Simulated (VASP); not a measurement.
# MgF2 (P4_2/mnm) in VASP: further runs

MgF2 is run at these levels: PBE; tasks: relaxation of cell and atoms.

Everything below comes from runs of VASP 6.6.1. Logs are shortened: lines on timing, memory, paths and dates and some standing lists are left out, and cuts for length are marked.

**1. The cell of the first run**

It takes space group P4_2/mnm (No. 136, tetragonal). The conventional cell has a = 4.625 Å, b = 4.625 Å, c = 3.052 Å, α = 90.00°, β = 90.00°, γ = 90.00°. Mg (site symmetry mmm) has 6 F at 1.98 to 2.00 Å within 2.6 Å. F (site symmetry m2m) has 3 Mg at 1.98 to 2.00 Å and 1 F at 2.58 Å within 2.6 Å.

**2. Relaxation of cell and atoms, PBE, target pressure 10 GPa, at which the enthalpy is minimised**

Input file INCAR:

```
SYSTEM = MgF2
  ALGO = Normal
  EDIFF = 1E-7
  EDIFFG = -0.01
  ENCUT = 600
  GGA = PE
  GGA_COMPAT = .FALSE.
  IBRION = 2
  ISIF = 3
  ISMEAR = 0
  LASPH = .TRUE.
  LCHARG = .FALSE.
  LREAL = .FALSE.
  LWAVE = .FALSE.
  NELM = 120
  NELMIN = 4
  NSW = 60
  PREC = Accurate
  PSTRESS = 100.0
  SIGMA = 0.01
```

Input file KPOINTS:

```
k-points
0
G
  4 4 6
  0 0 0
```

Input file POSCAR:

```
MgF2
1.0
    4.6250000000      0.0000000000      0.0000000000
    0.0000000000      4.6250000000      0.0000000000
    0.0000000000      0.0000000000      3.0520000000
Mg F
2 4
Direct
    0.0000000000      0.0000000000      0.0000000000
    0.5000000000      0.5000000000      0.5000000000
    0.3030000000      0.3030000000      0.0000000000
    0.1970000000      0.8030000000      0.5000000000
    0.6970000000      0.6970000000      0.0000000000
    0.8030000000      0.1970000000      0.5000000000
```

Potentials or basis: VASP PAW PBE potentials, release 64 (Mg, F).

Run with:

```
$ cat potpaw_PBE.64/Mg/POTCAR potpaw_PBE.64/F/POTCAR > POTCAR
$ mpirun -np 1 vasp_std > vasp.out
```

OUTCAR:

```text
SYSTEM = MgF2
   EDIFF = 1E-7
   EDIFFG = -0.01
   ENCUT = 600
   GGA = PE
   IBRION = 2
   ISIF = 3
   ISMEAR = 0
   LASPH = .TRUE.
   LREAL = .FALSE.
   NELM = 120
   NELMIN = 4
   NSW = 60
   PREC = Accurate
   PSTRESS = 100.0

 ion  position               nearest neighbor table
   1  0.000  0.000  0.000-   3 1.98   5 1.98   4 2.00   6 2.00   4 2.00   6 2.00   2 3.61   2 3.61
                             2 3.61   2 3.61   2 3.61   2 3.61   2 3.61   2 3.61
   2  0.500  0.500  0.500-   4 1.98   6 1.98   5 2.00   3 2.00   3 2.00   5 2.00   1 3.61   1 3.61
                             1 3.61   1 3.61   1 3.61   1 3.61   1 3.61   1 3.61
   3  0.303  0.303  0.000-   1 1.98   2 2.00   2 2.00
   4  0.197  0.803  0.500-   2 1.98   1 2.00   1 2.00
   5  0.697  0.697  0.000-   1 1.98   2 2.00   2 2.00
   6  0.803  0.197  0.500-   2 1.98   1 2.00   1 2.00

  LATTYP: Found a simple tetragonal cell.
 ALAT       =     4.6250000000
 C/A-ratio  =     0.6598918919

  Lattice vectors:

 A1 = (   4.6250000000,   0.0000000000,   0.0000000000)
 A2 = (   0.0000000000,   4.6250000000,   0.0000000000)
 A3 = (   0.0000000000,   0.0000000000,   3.0520000000)

Analysis of symmetry for initial positions (statically):
=====================================================================
 Subroutine PRICEL returns:
 Original cell was already a primitive cell.

 Routine SETGRP: Setting up the symmetry group for a
 simple tetragonal supercell.

 Subroutine GETGRP returns: Found 16 space group operations
 (whereof  8 operations were pure point group operations)
 out of a pool of 16 trial point group operations.

The static configuration has the point symmetry D_2h.
 The point group associated with its full space group is D_4h.

Analysis of symmetry for dynamics (positions and initial velocities):
=====================================================================
 Subroutine PRICEL returns:
 Original cell was already a primitive cell.

 Routine SETGRP: Setting up the symmetry group for a
 simple tetragonal supercell.

 Subroutine GETGRP returns: Found 16 space group operations
 (whereof  8 operations were pure point group operations)
 out of a pool of 16 trial point group operations.

The dynamic configuration has the point symmetry D_2h.
 The point group associated with its full space group is D_4h.

 Subroutine INISYM returns: Found 16 space group operations
 (whereof  8 operations are pure point group operations),
 and found     1 'primitive' translations

----------------------------------------------------------------------------------------

                                     Primitive cell

  volume of cell :      65.2842

  direct lattice vectors                    reciprocal lattice vectors
     4.625000000  0.000000000  0.000000000     0.216216216  0.000000000  0.000000000
     0.000000000  4.625000000  0.000000000     0.000000000  0.216216216  0.000000000
     0.000000000  0.000000000  3.052000000     0.000000000  0.000000000  0.327653997

  length of vectors
     4.625000000  4.625000000  3.052000000     0.216216216  0.216216216  0.327653997

  position of ions in fractional coordinates (direct lattice)
     0.000000000  0.000000000  0.000000000
     0.500000000  0.500000000  0.500000000
     0.303000000  0.303000000  0.000000000
     0.197000000  0.803000000  0.500000000
     0.697000000  0.697000000  0.000000000
     0.803000000  0.197000000  0.500000000

  ion indices of the primitive-cell ions
   primitive index   ion index
                 1           1
                 2           2
                 3           3
                 4           4
                 5           5
                 6           6

----------------------------------------------------------------------------------------

 KPOINTS: k-points

Automatic generation of k-mesh.
 Grid dimensions read from file:
 generate k-points for:    4    4    6

 Generating k-lattice:

  Cartesian coordinates                     Fractional coordinates (reciprocal lattice)
     0.054054054  0.000000000  0.000000000     0.250000000  0.000000000  0.000000000
     0.000000000  0.054054054  0.000000000     0.000000000  0.250000000  0.000000000
     0.000000000  0.000000000  0.054609000     0.000000000  0.000000000  0.166666667

  Length of vectors
     0.054054054  0.054054054  0.054609000

  Shift w.r.t. Gamma in fractional coordinates (k-lattice)
     0.000000000  0.000000000  0.000000000

 Subroutine IBZKPT returns following result:
 ===========================================

 Found     24 irreducible k-points:

 Following reciprocal coordinates:
            Coordinates               Weight
  0.000000  0.000000  0.000000      1.000000
  0.250000  0.000000  0.000000      4.000000
  0.500000  0.000000  0.000000      2.000000
  0.250000  0.250000  0.000000      4.000000
  0.500000  0.250000  0.000000      4.000000
  0.500000  0.500000  0.000000      1.000000
[... 16 lines left out ...]
  0.500000  0.250000  0.500000      4.000000
  0.500000  0.500000  0.500000      1.000000
   k-points           NKPTS =     24   k-points in BZ     NKDIM =     24   number of bands    NBANDS=     20
   number of dos      NEDOS =    301   number of ions     NIONS =      6
   total plane-waves  NPLWV =  38400
   dimension x,y,z NGX =    40 NGY =   40 NGZ =   24
   dimension x,y,z NGXF=    80 NGYF=   80 NGZF=   48
   ions per type =               2   4
   NGX,Y,Z   is equivalent  to a cutoff of  14.38, 14.38, 13.07 a.u.
   NGXF,Y,Z  is equivalent  to a cutoff of  28.76, 28.76, 26.15 a.u.
 SYSTEM =  MgF2
   PREC   = accura    normal or accurate (medium, high low for compatibility)
   ISTART =      0    job   : 0-new  1-cont  2-samecut
   ICHARG =      2    charge: 1-file 2-atom 10-const
   ISPIN  =      1    spin polarized calculation?
   LNONCOLLINEAR =      F non collinear calculations
   LSORBIT =      F    spin-orbit coupling
   LASPH  =      T    aspherical Exc in radial PAW
   ENCUT  =  600.0 eV  44.10 Ry    6.64 a.u.   9.24  9.24  6.10*2*pi/ulx,y,z
   NELM   =    120;   NELMIN=  4; NELMDL= -5     # of ELM steps
   EDIFF  = 0.1E-06   stopping-criterion for ELM
   LREAL  =      F    real-space projection
   EDIFFG = -.1E-01   stopping-criterion for IOM
   NSW    =     60    number of steps for IOM
   IBRION =      2    ionic relax: 0-MD 1-quasi-New 2-CG
   NFREE  =      1    steps in history (QN), initial steepest desc. (CG)
   ISIF   =      3    stress and relaxation
   ISYM   =      2    0-nonsym 1-usesym 2-fastsym
   POTIM  = 0.5000    time-step for ionic-motion
   TEBEG  =    0.0;   TEEND  =   0.0 temperature during run
   PSTRESS=  100.0 pullay stress
   NELECT =      32.0000    total number of electrons
   NUPDOWN=      -1.0000    fix difference up-down
   EMIN   =  10.00;   EMAX   =-10.00  energy-range for DOS
   EFERMI =   0.00;   METHOD = LEGACY
   ISMEAR =     0;   SIGMA  =   0.01  broadening in eV -4-tet -1-fermi 0-gaus
   EFERMI_NEDOS =   21; number of points for ismear=-14 and -15
   IALGO  =     38    algorithm
   IMIX   =      4    mixing-type and parameters
     AMIX     =   0.40;   BMIX     =  1.00
     AMIX_MAG =   1.60;   BMIX_MAG =  1.00
  volume/ion in A,a.u.               =      10.88        73.43
  Fermi-wavevector in a.u.,A,eV,Ry     =   1.290790  2.439239 22.669184  1.666138
  Thomas-Fermi vector in A             =   2.422600
   LORBIT       =      0    0 simple, 1 ext, 2 COOP (PROOUT), +10 PAW based schemes
   GGA     = PE    functional components
   LHFCALC =     F    Hartree Fock is set to
   AEXX    =    0.0000 exact exchange contribution
   IVDW    =     0    specifies the selected vdW correction
   LEPSILON=     F    determine dielectric tensor
   LRPA    =     F    only Hartree local field effects (RPA)
 conjugate gradient relaxation of ions
 non-spin polarized calculation
 Gauss-broadening in eV      SIGMA  =   0.01
  energy-cutoff  :      600.00
  volume of cell :       65.28
 maximum number of plane-waves:      2196
 NGX is ok and might be reduce to    40
   NGX = 19   NGY = 19   NGZ = 13

--------------------------------------- Ionic step        1  -------------------------------------------

 number of electron      32.0000022 magnetization

 Free energy of the ion-electron system (eV)
  ---------------------------------------------------
  ext. energy  EPLUGINS =         0.00000000
  ---------------------------------------------------
  free energy    TOTEN  =       -31.52118601 eV

  energy without entropy =      -31.52118601  energy(sigma->0) =      -31.52118601

------------------------ aborting loop because EDIFF is reached ----------------------------------------

  FORCE on cell =-STRESS in cart. coord.  units (eV):
  Direction    XX          YY          ZZ          XY          YZ          ZX
  --------------------------------------------------------------------------------------
  -------------------------------------------------------------------------------------
  Total        1.3963806      1.3963806      1.4826424     -0.0000000      0.0000000      0.0000000
  in kB       34.2693908     34.2693908     36.3863922     -0.0000000      0.0000000      0.0000000
  external PRESSURE =     -65.0249421 kB  Pullay stress =     100.0000000 kB

 VOLUME and BASIS-vectors are now :
 -----------------------------------------------------------------------------
  energy-cutoff  :      600.00
  volume of cell :       65.28
      direct lattice vectors                 reciprocal lattice vectors
     4.625000000  0.000000000  0.000000000     0.216216216  0.000000000  0.000000000
     0.000000000  4.625000000  0.000000000     0.000000000  0.216216216  0.000000000
     0.000000000  0.000000000  3.052000000     0.000000000  0.000000000  0.327653997
[... 12 lines left out ...]
  FREE ENERGIE OF THE ION-ELECTRON SYSTEM (eV)
  ---------------------------------------------------
  free  energy   TOTEN  =       -31.5211860076 eV

  energy  without entropy=      -31.5211860076  energy(sigma->0) =      -31.52118601

  enthalpy is  TOTEN    =       -27.4464692907 eV   P V=        4.0747167169

--------------------------------------- Ionic step        2  -------------------------------------------

 number of electron      31.9999997 magnetization

 E-fermi :  -0.7516     XC(G=0): -10.0455

 val. band max:       -0.8045235867   @ k =   0.0000   0.0000   0.0000
 cond. band min:       6.7554775425   @ k =   0.0000   0.0000   0.0000
 fundamental gap:      7.5600011292
 Fermi energy:        -0.7515678621

 k-point     1 :       0.0000    0.0000    0.0000
  band No.  band energies     occupation
      1     -21.8033      2.00000
      2     -20.8706      2.00000
      3     -20.8706      2.00000
      4     -20.7655      2.00000
      5      -5.1245      2.00000
      6      -3.5715      2.00000
[... 12 lines left out ...]
     19      11.8954      0.00000
     20      13.3141      0.00000
[... 644 lines left out ...]
  FREE ENERGIE OF THE ION-ELECTRON SYSTEM (eV)
  ---------------------------------------------------
  free  energy   TOTEN  =       -31.3811744021 eV

  energy  without entropy=      -31.3811744021  energy(sigma->0) =      -31.38117440

  enthalpy is  TOTEN    =       -27.5194873150 eV   P V=        3.8616870871

--------------------------------------- Ionic step        5  -------------------------------------------

 number of electron      31.9999999 magnetization

 Free energy of the ion-electron system (eV)
  ---------------------------------------------------
  ext. energy  EPLUGINS =         0.00000000
  ---------------------------------------------------
  free energy    TOTEN  =       -31.38037649 eV

  energy without entropy =      -31.38037649  energy(sigma->0) =      -31.38037649

 E-fermi :  -0.8189     XC(G=0):  -9.9947

 val. band max:       -0.8690539655   @ k =   0.0000   0.0000   0.0000
 cond. band min:       6.6020340155   @ k =   0.0000   0.0000   0.0000
 fundamental gap:      7.4710879811
 Fermi energy:        -0.8188798408

 k-point     1 :       0.0000    0.0000    0.0000
  band No.  band energies     occupation
      1     -21.8230      2.00000
      2     -20.9158      2.00000
      3     -20.9158      2.00000
      4     -20.8036      2.00000
      5      -5.1495      2.00000
      6      -3.5983      2.00000
[... 12 lines left out ...]
     19      11.7339      0.00000
     20      13.1542      0.00000
[... 549 lines left out ...]
 POSITION                                       TOTAL-FORCE (eV/Angst)
 -----------------------------------------------------------------------------------
      0.00000     -0.00000      0.00000        -0.000000      0.000000      0.000000
      2.26783      2.26783      1.50340        -0.000000      0.000000      0.000000
      1.36961      1.36961      0.00000         0.002861      0.002861      0.000000
      0.89822      3.63744      1.50340        -0.002861      0.002861      0.000000
      3.16606      3.16606      0.00000        -0.002861     -0.002861      0.000000
      3.63744      0.89822      1.50340         0.002861     -0.002861      0.000000
 -----------------------------------------------------------------------------------
    total drift:                                0.000000      0.000000     -0.000000

  FREE ENERGIE OF THE ION-ELECTRON SYSTEM (eV)
  ---------------------------------------------------
  free  energy   TOTEN  =       -31.3803764896 eV

  energy  without entropy=      -31.3803764896  energy(sigma->0) =      -31.38037649

  enthalpy is  TOTEN    =       -27.5195817107 eV   P V=        3.8607947789

 reached required accuracy - stopping structural energy minimisation
```

Wall time 3.6 min (1 thread of AMD EPYC 7R13, shared host); peak memory 0.18 GiB.

Results:

* Free energy: -31.3804 eV
* Relaxed volume: 10.31 Å³/atom
* Relaxed cell: a = 4.536 Å, b = 4.536 Å, c = 3.007 Å, α = 90.00°, β = 90.00°, γ = 90.00°
* Space group after relaxing (to 0.1 Å): P4_2/mnm (No. 136)
* Energy change on relaxing (the run minimises the enthalpy): +23.5 meV/atom
* Ionic steps: 5
* Pressure after relaxing: 10.0 GPa
* Largest force after relaxing: 0.004 eV/Å
* Band gap on the k mesh: 7.47 eV

Forces on the atoms (eV/Å):
```
Mg   0.000  0.000  0.000
Mg   0.000  0.000  0.000
F    0.003  0.003  0.000
F   -0.003  0.003  0.000
F   -0.003 -0.003  0.000
F    0.003 -0.003  0.000
```

Step by step:
```tsv
step	energy change (eV)	largest force (eV/Å)	pressure (GPa)	volume (Å³)
1	0.0000	0.0219	3.50	65.28
2	0.1870	0.1102	11.67	61.20
3	0.1388	0.0937	10.03	61.91
4	0.1400	0.0205	10.03	61.87
5	0.1408	0.0040	10.03	61.86
```

Final structure:
```yaml
crystal:
  lattice:
    - [4.53567, 0.00000, 0.00000]
    - [0.00000, 4.53567, 0.00000]
    - [0.00000, 0.00000, 3.00680]
  atoms:
    - { symbol: Mg, position: [0.00000, 0.00000, 0.00000] }
    - { symbol: Mg, position: [0.50000, 0.50000, 0.50000] }
    - { symbol: F, position: [0.30196, 0.30196, 0.00000] }
    - { symbol: F, position: [0.19804, 0.80196, 0.50000] }
    - { symbol: F, position: [0.69804, 0.69804, 0.00000] }
    - { symbol: F, position: [0.80196, 0.19804, 0.50000] }
```

Levels at points of the mesh, in eV from the valence-band top:
```csv
k point,band 12,band 13,band 14,band 15,band 16,band 17,band 18,band 19,band 20
"(0.00, 0.00, 0.00)",-1.30,-0.74,-0.33,-0.33,0.00,7.47,12.60,12.60,14.02
"(0.50, 0.00, 0.00)",-1.47,-1.02,-1.02,-0.40,-0.40,9.94,9.94,13.88,13.88
"(0.50, 0.50, 0.00)",-1.35,-1.01,-1.01,-0.84,-0.84,11.69,11.69,11.79,11.79
"(0.00, 0.00, 0.50)",-1.50,-1.27,-1.27,-0.91,-0.91,12.29,12.29,15.33,15.33
"(0.50, 0.00, 0.50)",-1.45,-0.77,-0.77,-0.71,-0.71,13.17,13.17,13.99,13.99
"(0.50, 0.50, 0.50)",-1.46,-0.66,-0.66,-0.49,-0.49,13.64,13.64,13.89,13.89
```

Caveat: the cell is relaxed towards a set pressure, so the run minimises the enthalpy, not the energy. Expect the measured gap to be larger: semilocal functionals such as PBE lack the derivative discontinuity.

(Continued in part 2 of 4.)
